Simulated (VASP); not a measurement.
Input of a VASP 6.6.1 run:

Contents of INCAR:

```
PREC = Accurate
ENCUT = 600
EDIFF = 1E-6
ISMEAR = 0
SIGMA = 0.01
LREAL = False
LASPH = True
NELM = 120
ALGO = Normal
ISIF = 2
LWAVE = False
LCHARG = False
GGA = PE
IVDW = 12
NBANDS = 11
GGA_COMPAT = False
```

KPOINTS

```
regular mesh
0
Gamma
  8 8 8
```

The input POSCAR:

```
MgO
1.0
    0.0000000000      2.1085000000      2.1085000000
    2.1085000000      0.0000000000      2.1085000000
    2.1085000000      2.1085000000      0.0000000000
Mg O
1 1
Direct
    0.0000000000      0.0000000000      0.0000000000
    0.5000000000      0.5000000000      0.5000000000
```

Potentials or basis: VASP PAW PBE potentials, release 64 (Mg, O).

Command:

```bash
$ cat potpaw_PBE.64/Mg/POTCAR potpaw_PBE.64/O/POTCAR > POTCAR
$ mpirun -np 1 vasp_std > vasp.out
```

Problem. What does it give for the band gap on the k mesh?

Solution. 4.69 eV, direct.

Problem. Estimate the pressure.

Solution. -2.0 GPa.

Caveat: three body term missing.

**Measured values to compare with.**

From “Electronic structure of alkaline earth and post-transition metal oxides”, 2009, arxiv:0908.1581, for a bulk crystal of MgO: band gap 7.83 eV.

A measured gap of MgO is 7.83 eV (quoted in “Electronic structure of alkaline earth and post-transition metal oxides”, 2009, arxiv:0908.1581); the calculated 4.69 eV misses it by -3.14 eV. The value is that of PBE+D3(BJ), without temperature or zero-point motion. Semilocal functionals fall short of measured gaps as a rule.
